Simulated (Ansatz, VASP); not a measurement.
Two plane-wave programs on CuI

```
CELL_PARAMETERS angstrom
4.37554 0.00000 0.00000
-2.18777 3.78933 0.00000
0.00000 0.00000 7.25379
ATOMIC_POSITIONS crystal
Cu 0.33333 0.66667 0.25000
Cu 0.66667 0.33333 0.75000
I 0.66667 0.33333 0.25000
I 0.33333 0.66667 0.75000
```

Alike in both runs: task single point; functional r2SCAN; k mesh 6 × 6 × 4; no spin polarisation.

|  | VASP | Ansatz |
| --- | --- | --- |
| version | VASP 6.6.1 | Ansatz 0.2.0 |
| potentials or method | VASP PAW PBE potentials, release 64 (Cu, I) | plane waves, PAW |
| plane-wave cutoff (eV) | 520 | 500 |
| occupations | gaussian, width 0.01 eV | fixed |
| valence electrons in the cell | 36 | 72 |

|  | VASP | Ansatz | Ansatz less VASP |
| --- | --- | --- | --- |
| gap on the k mesh at the Fermi level (eV) | 1.66 | 1.66 | -0.003 |
| pressure (GPa) | -0.1 | 0.0 | +0.04 |

VASP's potentials were made for PBE, not for r2SCAN. VASP's potentials hold 36 valence electrons a cell and Ansatz's 72, so a difference there can come from the potentials and not from the codes.

Spin-orbit coupling is off throughout.
